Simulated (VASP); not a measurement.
# W (Fm-3m) in VASP: notebook, part 2 of 2

VASP 6.6.1. The steps go on from the part before.

**3. Single point, LDA**

This run uses another cell than the first one, of 17.40 Å³/atom, 1.020 times its volume.

INCAR

```
SYSTEM = W
PREC = Accurate
ENCUT = 520
EDIFF = 1E-7
ISMEAR = -1
SIGMA = 0.05
LREAL = .FALSE.
LASPH = .TRUE.
NELM = 60
ALGO = Normal
ISIF = 2
LWAVE = .FALSE.
LCHARG = .FALSE.
GGA = CA
NBANDS = 13
```

KPOINTS

```
Automatic mesh
0
G
  11 11 11
  0 0 0
```

POSCAR

```
W
1.0
    0.0000000000      2.0567135898      2.0567135898
    2.0567135898      0.0000000000      2.0567135898
    2.0567135898      2.0567135898      0.0000000000
W
1
Direct
    0.0000000000      0.0000000000      0.0000000000
```

Potentials or basis: VASP PAW LDA potentials, release 64 (W_sv).

Run with:

```bash
$ cat potpaw_LDA.64/W_sv/POTCAR > POTCAR
$ mpirun -np 1 vasp_std > vasp.out
```

Wall time 5.4 s (1 thread of AMD EPYC 9R45 (Zen 5), shared host); peak memory 0.1 GiB.

Results (log left out):

```
Free energy            : -13.4862 eV
Pressure               : -25.2 GPa
Band gap on the k mesh : zero (band 7 reaches 12.06 eV, above the bottom of band 8 at 9.04 eV)
```

Levels at points of the mesh, in eV from the Fermi level:
| k point | band 4 | band 5 | band 6 | band 7 | band 8 | band 9 | band 10 | band 11 |
| --- | --- | --- | --- | --- | --- | --- | --- | --- |
| (0.00, 0.00, 0.00) | -37.28 | -8.59 | -0.52 | -0.52 | -0.52 | 2.32 | 2.32 | 12.81 |

Caveat: spin-orbit coupling is left out, which moves the levels of the heavy elements.

**4. Single point, LDA**

This run uses another cell than the first one, of 17.73 Å³/atom, 1.039 times its volume.

INCAR

```
ALGO     = Fast           # electronic algorithm
EDIFF    = 1E-6           # SCF threshold, eV
ENCUT    = 520            # plane-wave cutoff, eV
ISIF     = 2              # what is computed and relaxed
ISMEAR   = -1             # smearing method
LASPH    = T              # aspherical terms in the spheres
LCHARG   = F              # write CHGCAR
LREAL    = F              # projectors in reciprocal space
LWAVE    = F              # write WAVECAR
NBANDS   = 13             # bands
NELM     = 60             # most SCF steps
PREC     = Accurate       # precision mode
SIGMA    = 0.05           # smearing width, eV
```

KPOINTS

```
k-points
0
Gamma
  11 11 11
```

POSCAR

```
W
1.0
    0.0000000000      2.0698140295      2.0698140295
    2.0698140295      0.0000000000      2.0698140295
    2.0698140295      2.0698140295      0.0000000000
W
1
Direct
    0.0000000000      0.0000000000      0.0000000000
```

Potentials or basis: VASP PAW LDA potentials, release 64 (W_sv).

Run with:

```bash
$ cat potpaw_LDA.64/W_sv/POTCAR > POTCAR
$ mpirun -np 1 vasp_std > vasp.out
```

OUTCAR:

```text
EDIFF = 1E-6
   ENCUT = 520
   ISIF = 2
   ISMEAR = -1
   LASPH = T
   LREAL = F
   NELM = 60
   PREC = Accurate

 ion  position               nearest neighbor table
   1  0.000  0.000  0.000-

  LATTYP: Found a face centered cubic cell.
 ALAT       =     4.1396280590

  Lattice vectors:

 A1 = (   0.0000000000,   2.0698140295,   2.0698140295)
 A2 = (   2.0698140295,   0.0000000000,   2.0698140295)
 A3 = (   2.0698140295,   2.0698140295,   0.0000000000)

Analysis of symmetry for initial positions (statically):
[... 555 lines left out ...]
      7       8.7482      1.99998
      8      10.1641      0.00000
      9      10.2397      0.00000
     10      13.3281      0.00000
     11      22.9794      0.00000
     12      26.4310      0.00000
     13      27.1205      0.00000

 [... further k-points ...]
[... 5 lines left out ...]
  --------------------------------------------------------------------------------------
  -------------------------------------------------------------------------------------
  Total       -3.2134642     -3.2134642     -3.2134642      0.0000000      0.0000000      0.0000000
  in kB     -290.3087121   -290.3087121   -290.3087121      0.0000000      0.0000000      0.0000000
  external PRESSURE =    -290.3087121 kB  Pullay stress =       0.0000000 kB

 VOLUME and BASIS-vectors are now :
 -----------------------------------------------------------------------------
  energy-cutoff  :      520.00
  volume of cell :       17.73
      direct lattice vectors                 reciprocal lattice vectors
     0.000000000  2.069814029  2.069814029    -0.241567596  0.241567596  0.241567596
     2.069814029  0.000000000  2.069814029     0.241567596 -0.241567596  0.241567596
     2.069814029  2.069814029  0.000000000     0.241567596  0.241567596 -0.241567596

 POSITION                                       TOTAL-FORCE (eV/Angst)
 -----------------------------------------------------------------------------------
      0.00000      0.00000      0.00000        -0.000000      0.000000      0.000000
 -----------------------------------------------------------------------------------
    total drift:                               -0.000000      0.000000     -0.000000

  FREE ENERGIE OF THE ION-ELECTRON SYSTEM (eV)
  ---------------------------------------------------
  free  energy   TOTEN  =       -13.4296383948 eV

  energy  without entropy=      -13.4200969037  energy(sigma->0) =      -13.42486765
```

OSZICAR:

```text
N       E                     dE             d eps       ncg     rms          rms(c)
DAV:   1     0.816578353447E+02    0.81658E+02   -0.75867E+03  1456   0.120E+03
DAV:   2    -0.124723110440E+02   -0.94130E+02   -0.90954E+02  1626   0.308E+02
DAV:   3    -0.141759104217E+02   -0.17036E+01   -0.16966E+01  1671   0.398E+01
DAV:   4    -0.141842051467E+02   -0.82947E-02   -0.82945E-02  1611   0.307E+00
DAV:   5    -0.141842833330E+02   -0.78186E-04   -0.78185E-04  1706   0.283E-01    0.166E+01
RMM:   6    -0.135664544210E+02    0.61783E+00   -0.53018E-01  1572   0.634E+00    0.613E+00
RMM:   7    -0.134342769567E+02    0.13218E+00   -0.29476E-01  1578   0.465E+00    0.880E-01
RMM:   8    -0.134299746202E+02    0.43023E-02   -0.12181E-02  1763   0.115E+00    0.215E-01
RMM:   9    -0.134296468723E+02    0.32775E-03   -0.16527E-03  1723   0.456E-01    0.269E-02
RMM:  10    -0.134296411755E+02    0.56968E-05   -0.25765E-04  1807   0.194E-01    0.115E-02
RMM:  11    -0.134296375172E+02    0.36583E-05   -0.39047E-05  1819   0.743E-02    0.156E-03
RMM:  12    -0.134296383948E+02   -0.87761E-06   -0.90984E-06  1599   0.359E-02
   1 F= -.13429638E+02 E0= -.13424868E+02  d E =-.954149E-02
```

Run time: 6.7 s. Hardware: 1 thread of AMD EPYC 9R45 (Zen 5), shared host; peak memory 0.1 GiB.

What came out:

```
Free energy            : -13.4296 eV
Pressure               : -29.0 GPa
Band gap on the k mesh : zero (band 7 reaches 11.73 eV, above the bottom of band 8 at 8.81 eV)
```

Caveat: spin-orbit coupling is left out, which moves the levels of the heavy elements.

**5. Summary**

```tsv
cell	gap on the mesh (eV)	pressure (GPa)
a = 2.890 Å, angles 60.0°, 1 atom	none	-21.0
a = 2.909 Å, angles 60.0°, 1 atom	none	-25.2
a = 2.927 Å, angles 60.0°, 1 atom	none	-29.0
```

Alike in all rows: task single point; level LDA; potentials or basis VASP PAW LDA potentials, release 64 (W_sv); no spin polarisation; k mesh 11 × 11 × 11; cutoff (eV) 520; smearing fermi-dirac 0.05 eV.

Caveats: spin-orbit coupling is left out, which moves the levels of the heavy elements.

Absolute energies hang on the potentials; compare differences alone.
